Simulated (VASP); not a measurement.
Set up this calculation in VASP 6.6.1, as the native input.

```
Task                   : electric field gradients
Functional             : PBE
Potentials or basis    : VASP PAW PBE potentials, release 64 (Ti_sv)
Cutoff                 : 520 eV
k mesh                 : 13 × 13 × 7
Occupations            : fermi-dirac, width 0.05 eV
Spin                   : no spin polarisation
Dipole correction      : no
Further INCAR settings : ALGO = Normal; EDIFF = 1e-08; NBANDS = 19
```

The structure of Ti lies in POSCAR:

```
Ti
1.0
    2.9384094506      0.0000000000      0.0000000000
   -1.4692047253      2.5447372309      0.0000000000
    0.0000000000      0.0000000000      4.6529805423
Ti
2
Direct
    0.3333333333      0.6666666667      0.2564474802
    0.6666666667      0.3333333333      0.7500000000
```

This cell differs from its parent crystal: atom 1 (Ti) moved by [0.0, 0.0, 0.03] A.

One way to write it, as run:

INCAR

```
PREC = Accurate
ENCUT = 520
EDIFF = 1E-8
ISMEAR = -1
SIGMA = 0.05
LREAL = False
LASPH = True
NELM = 60
ALGO = Normal
ISIF = 2
LWAVE = False
LCHARG = False
GGA = PE
LEFG = True
NBANDS = 19
```

KPOINTS

```
Automatic mesh
0
Gamma
  13 13 7
```

Potentials or basis: VASP PAW PBE potentials, release 64 (Ti_sv).

Command:

```console
$ cat potpaw_PBE.64/Ti_sv/POTCAR > POTCAR
$ mpirun -np 1 vasp_std > vasp.out
```

Results of the run:

The pressure is -0.2 GPa, the largest force is 0.085 eV/Å and the band gap on the k mesh is zero (band 12 reaches 9.09 eV, above the bottom of band 13 at 7.99 eV).

Caveat: the cell differs from its parent crystal (atom 1 (Ti) moved by [0.0, 0.0, 0.03] A); without QUAD_EFG the Cq values of the log hold for a quadrupole moment of 1 mb, not for the nuclei.

Run time: 43 s on 1 thread of Intel(R) Xeon(R) Platinum 8488C (Sapphire Rapids), on a shared host, peak memory 0.2 GiB.
